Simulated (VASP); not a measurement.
A run of VASP 6.6.1 is set up as follows.

Contents of INCAR:

```
  PREC = Accurate
  ENCUT = 400
  EDIFF = 1E-8
  ISMEAR = -1
  SIGMA = 0.05
  LREAL = False
  LASPH = True
  NELM = 120
  ALGO = Normal
  ISIF = 2
  LWAVE = False
  LCHARG = False
  GGA = PE
  LEFG = True
  NBANDS = 21
  GGA_COMPAT = False
```

Contents of KPOINTS:

```
regular mesh
0
Gamma
  15 15 15
```

POSCAR

```
Sn
1.0
   -2.9450085000      2.9450085000      1.5906500000
    2.9450085000     -2.9450085000      1.5906500000
    2.9450085000      2.9450085000     -1.5906500000
Sn
2
Direct
    0.0000000000      0.0000000000      0.0000000000
    0.7500000000      0.2500000000      0.5000000000
```

Potentials or basis: VASP PAW PBE potentials, release 64 (Sn_d).

Command:

```console
$ cat potpaw_PBE.64/Sn_d/POTCAR > POTCAR
$ mpirun -np 1 vasp_std > vasp.out
```

**Question.** What does it give for the pressure?

**Answer.** 1.4 GPa.

**Question.** Estimate the band gap on the k mesh.

**Answer.** Zero (bands 14 and 15 overlap by 4.17 eV).

Electric field gradients, principal values (V/Å²):
| atom | least | middle | greatest (by size) |
| --- | --- | --- | --- |
| 1 Sn | -19.662 | -19.670 | 39.332 |
| 2 Sn | -19.662 | -19.670 | 39.332 |

Caveat: the cell differs from its parent crystal (equal xx and yy strain of +1 %); without QUAD_EFG the Cq values of the log hold for a quadrupole moment of 1 mb, not for the nuclei; spin-orbit coupling is left out, which moves the levels of the heavy elements.
